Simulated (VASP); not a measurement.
# AlGa3N4 (Cm) in VASP: notebook, part 2 of 2

VASP 6.6.1. Earlier steps stand in the parts before.

## Step 3: Single point, PBEsol (the part above a cut slid along it)

File INCAR:

```
PREC = Accurate
ENCUT = 520
EDIFF = 1E-6
ISMEAR = 0
SIGMA = 0.05
LREAL = Auto
LASPH = True
NELM = 60
ALGO = Normal
ISIF = 2
LWAVE = False
LCHARG = True
GGA = PS
LELF = True
LVHAR = True
NBANDS = 76
```

File KPOINTS:

```
Automatic mesh
0
Gamma
  6 6 3
```

File POSCAR:

```
AlGa3N4
1.0
    0.0000000000     -4.4676279353      0.0000000000
    0.0000000000      0.0000000000     -4.4676279353
    8.9352558707     -1.1169069838      1.1169069838
Al Ga N
2 6 8
Direct
    0.7965625000      1.2034375000      0.8137500000
    0.9215625000      1.0784375000      0.3137500000
    0.4840625000      1.0159375000      0.0637500000
    0.3590625000      1.1409375000      0.5637500000
    0.9840625000      0.5159375000      0.0637500000
    0.8590625000      0.6409375000      0.5637500000
    0.2965625000      0.7034375000      0.8137500000
    0.4215625000      0.5784375000      0.3137500000
    0.1971527146      0.8028472854      0.1912654602
    0.0721527146      0.9278472854      0.6912654602
    0.7072145553      0.2927854446      0.1912654602
    0.5822145554      0.4177854446      0.6912654602
    0.0109104446      0.4790277146      0.9362345398
    0.1359104447      0.3540277146      0.4362345398
    0.5209722854      0.9890895554      0.9362345398
    0.6459722854      0.8640895553      0.4362345398
```

Potentials or basis: VASP PAW PBE potentials, release 64 (Al, Ga_d, N).

On the command line:

```bash
$ cat potpaw_PBE.64/Al/POTCAR potpaw_PBE.64/Ga_d/POTCAR potpaw_PBE.64/N/POTCAR > POTCAR
$ mpirun -np 1 vasp_std > vasp.out
```

OUTCAR:

```text
PREC = Accurate
   ENCUT = 520
   EDIFF = 1E-6
   ISMEAR = 0
   LREAL = Auto
   LASPH = True
   NELM = 60
   ISIF = 2
   GGA = PS

 ion  position               nearest neighbor table
   1  0.797  0.203  0.814-  12 1.90  13 1.90  15 1.90  10 1.90   3 2.74   5 2.74
   2  0.922  0.078  0.314-  11 1.90  14 1.90  16 1.90   9 1.90
   3  0.484  0.016  0.064-  15 1.14  11 1.95   9 1.95   7 2.74   1 2.74
   4  0.359  0.141  0.564-  14 1.95  10 1.95  16 1.95  12 1.95
   5  0.984  0.516  0.064-  13 1.14   9 1.95  11 1.95   7 2.74   1 2.74
   6  0.859  0.641  0.564-  16 1.95  10 1.95  14 1.95  12 1.95
   7  0.297  0.703  0.814-  10 1.95  15 1.95  13 1.95  12 1.95   3 2.74   5 2.74
   8  0.422  0.578  0.314-   9 1.95  14 1.95  16 1.95  11 1.95
   9  0.197  0.803  0.191-   2 1.90   8 1.95   5 1.95   3 1.95
  10  0.072  0.928  0.691-   1 1.90   7 1.95   6 1.95   4 1.95
  11  0.707  0.293  0.191-   2 1.90   3 1.95   8 1.95   5 1.95
  12  0.582  0.418  0.691-   1 1.90   4 1.95   6 1.95   7 1.95
  13  0.011  0.479  0.936-   5 1.14   1 1.90   7 1.95
  14  0.136  0.354  0.436-   2 1.90   8 1.95   4 1.95   6 1.95
  15  0.521  0.989  0.936-   3 1.14   1 1.90   7 1.95
  16  0.646  0.864  0.436-   2 1.90   8 1.95   6 1.95   4 1.95

 -----------------------------------------------------------------------------
|                                                                             |
|           W    W    AA    RRRRR   N    N  II  N    N   GGGG   !!!           |
|           W    W   A  A   R    R  NN   N  II  NN   N  G    G  !!!           |
|           W    W  A    A  R    R  N N  N  II  N N  N  G       !!!           |
|           W WW W  AAAAAA  RRRRR   N  N N  II  N  N N  G  GGG   !            |
|           WW  WW  A    A  R   R   N   NN  II  N   NN  G    G                |
|           W    W  A    A  R    R  N    N  II  N    N   GGGG   !!!           |
|                                                                             |
|     The distance between some ions is very small. Please check the          |
|     nearest-neighbor list in the OUTCAR file.                               |
|     I HOPE YOU KNOW WHAT YOU ARE DOING!                                     |
|                                                                             |
 -----------------------------------------------------------------------------

[... 200 lines left out ...]
  volume of cell :      178.35
 maximum number of plane-waves:      4831
 NGX is ok and might be reduce to    36
   NGX = 17   NGY = 17   NGZ = 33

 number of electron     124.0000017 magnetization

 Free energy of the ion-electron system (eV)
  ---------------------------------------------------
  ext. energy  EPLUGINS =         0.00000000
  ---------------------------------------------------
  free energy    TOTEN  =       -69.84302594 eV

  energy without entropy =      -69.84302594  energy(sigma->0) =      -69.84302594

 E-fermi :   5.8163     XC(G=0): -11.6130

 val. band max:        5.5079884701   @ k =   0.0000   0.0000   0.0000
 cond. band min:       7.5983865670   @ k =   0.0000   0.0000   0.0000
 fundamental gap:      2.0903980968
 Fermi energy:         5.8162839725

 k-point     1 :       0.0000    0.0000    0.0000
  band No.  band energies     occupation
      1     -15.0450      2.00000
      2     -14.8933      2.00000
      3     -11.0787      2.00000
      4     -10.7705      2.00000
      5     -10.7626      2.00000
      6     -10.6867      2.00000
[... 1837 lines left out ...]
     73      13.1191      0.00000
     74      13.7996      0.00000

 [... further k-points ...]

 [bands above 74 left out]

------------------------ aborting loop because EDIFF is reached ----------------------------------------

  FORCE on cell =-STRESS in cart. coord.  units (eV):
  Direction    XX          YY          ZZ          XY          YZ          ZX
  --------------------------------------------------------------------------------------
  -------------------------------------------------------------------------------------
  Total      250.8427117      0.3356299      0.3356299     -0.0186174     -1.4808400      0.0186170
  in kB     2253.4663645      3.0151591      3.0151591     -0.1672507    -13.3032491      0.1672474
  external PRESSURE =     753.1655609 kB  Pullay stress =       0.0000000 kB

 VOLUME and BASIS-vectors are now :
 -----------------------------------------------------------------------------
  energy-cutoff  :      520.00
  volume of cell :      178.35
      direct lattice vectors                 reciprocal lattice vectors
     0.000000000 -4.467627935  0.000000000    -0.027979053 -0.223832426  0.000000000
     0.000000000  0.000000000 -4.467627935     0.027979053  0.000000000 -0.223832426
     8.935255871 -1.116906984  1.116906984     0.111916213  0.000000000  0.000000000

 POSITION                                       TOTAL-FORCE (eV/Angst)
 -----------------------------------------------------------------------------------
      7.27106     -4.46763     -0.00000        -1.017435     -0.011909      0.011909
      2.80344     -4.46763     -0.00000         0.240864      0.020831     -0.020831
      0.56962     -2.23381     -0.00000       105.698467      2.000649      1.998769
      5.03725     -2.23381     -0.00000        -0.093098     -0.000414      0.000304
      0.56962     -4.46763     -2.23381       105.698467     -1.998769     -2.000649
      5.03725     -4.46763     -2.23381        -0.093098     -0.000304      0.000414
[... 8 lines left out ...]
      8.36550     -3.37320     -3.37320      -106.472475     -2.105816     -2.104581
      3.89787     -3.37320     -3.37320         0.100364      0.009235      0.008001
 -----------------------------------------------------------------------------------
    total drift:                                0.002759     -0.004734      0.004731

  FREE ENERGIE OF THE ION-ELECTRON SYSTEM (eV)
  ---------------------------------------------------
  free  energy   TOTEN  =       -69.8430259447 eV

  energy  without entropy=      -69.8430259447  energy(sigma->0) =      -69.84302594
```

OSZICAR:

```text
N       E                     dE             d eps       ncg     rms          rms(c)
DAV:   1     0.175635223085E+04    0.17564E+04   -0.52564E+04  5908   0.283E+03
DAV:   2     0.369313193839E+03   -0.13870E+04   -0.13059E+04  5208   0.825E+02
DAV:   3    -0.472797772556E+02   -0.41659E+03   -0.39663E+03  6500   0.280E+02
DAV:   4    -0.911540392269E+02   -0.43874E+02   -0.43292E+02  6168   0.970E+01
DAV:   5    -0.940752037041E+02   -0.29212E+01   -0.29115E+01  7784   0.264E+01    0.275E+01
DAV:   6    -0.686110374003E+02    0.25464E+02   -0.65789E+01  9752   0.799E+01    0.827E+00
DAV:   7    -0.703200040949E+02   -0.17090E+01   -0.28415E+01  5960   0.224E+01    0.716E+00
DAV:   8    -0.699191638610E+02    0.40084E+00   -0.18513E+00  7336   0.116E+01    0.448E+00
DAV:   9    -0.699599215599E+02   -0.40758E-01   -0.18294E+00  8288   0.874E+00    0.242E+00
DAV:  10    -0.698357351299E+02    0.12419E+00   -0.55755E-01  6736   0.754E+00    0.770E-01
DAV:  11    -0.698411512402E+02   -0.54161E-02   -0.17253E-01  6928   0.235E+00    0.214E-01
DAV:  12    -0.698428401577E+02   -0.16889E-02   -0.23629E-02  6632   0.103E+00    0.175E-01
DAV:  13    -0.698429097960E+02   -0.69638E-04   -0.18203E-03  7432   0.572E-01    0.940E-02
DAV:  14    -0.698430131438E+02   -0.10335E-03   -0.73403E-04  7448   0.277E-01    0.353E-02
DAV:  15    -0.698430297895E+02   -0.16646E-04   -0.20332E-04  6016   0.168E-01    0.260E-02
DAV:  16    -0.698430254902E+02    0.42993E-05   -0.43621E-05  7168   0.904E-02    0.774E-03
DAV:  17    -0.698430257106E+02   -0.22040E-06   -0.13201E-05  8000   0.465E-02    0.229E-03
DAV:  18    -0.698430259447E+02   -0.23403E-06   -0.41539E-06  4920   0.125E-02
   1 F= -.69843026E+02 E0= -.69843026E+02  d E =-.152741E-19
```

stdout:

```text
POSCAR found type information on POSCAR AlGaN
 POSCAR found :  3 types and      16 ions
 scaLAPACK will be used
 -----------------------------------------------------------------------------
|                                                                             |
|                                                                             |
|     You enforced a specific xc type in the INCAR file but a different       |
[... 18 lines left out ...]
 -----------------------------------------------------------------------------

 POSCAR, INCAR and KPOINTS ok, starting setup
 FFT: planning ... GRIDC
 FFT: planning ... GRID_SOFT
 FFT: planning ... GRID
 WAVECAR not read
 entering main loop
```

Wall time 35 min (1 thread of Oxide Virtual Turin-like, shared host); peak memory 0.43 GiB.

What came out:

```yaml
Free_energy: -69.8430 eV
Pressure: 75.3 GPa
Largest_force: 106.514 eV/Å
Band_gap_on_the_k_mesh: 2.09 eV
```

Forces in eV/Å, atoms in the order of the input:
```
Al    -1.017   -0.012    0.012
Al     0.241    0.021   -0.021
Ga   105.698    2.001    1.999
Ga    -0.093    0.000    0.000
Ga   105.698   -1.999   -2.001
Ga    -0.093    0.000    0.000
Ga    -1.372    0.011   -0.011
Ga     0.297   -0.023    0.023
N      1.394    0.077   -0.077
N      0.182   -0.018    0.018
N      1.611   -0.077    0.077
N      0.198    0.020   -0.020
N   -106.472    2.105    2.106
N      0.100   -0.008   -0.009
N   -106.472   -2.106   -2.105
N      0.100    0.009    0.008
```

Levels at points of the mesh, in eV from the valence-band top:
| k point | band 60 | band 61 | band 62 | band 63 | band 64 | band 65 |
| --- | --- | --- | --- | --- | --- | --- |
| (0.00, 0.00, 0.00) | -0.52 | 0.00 | 0.00 | 2.09 | 2.90 | 3.60 |
| (0.50, 0.00, 0.00) | -0.97 | -0.80 | -0.58 | 4.64 | 4.75 | 5.41 |
| (0.50, 0.50, 0.00) | -0.79 | -0.52 | -0.11 | 4.32 | 4.99 | 5.30 |

Caveat: the cell differs from its parent crystal (the part above a cut slid along it); atoms lie so close that the PAW spheres overlap strongly, which falsifies energies and pressures; the stress differs along the axes, from 0 to 225 GPa; the PAW data sets were made with another functional, which shifts forces and pressure a little.
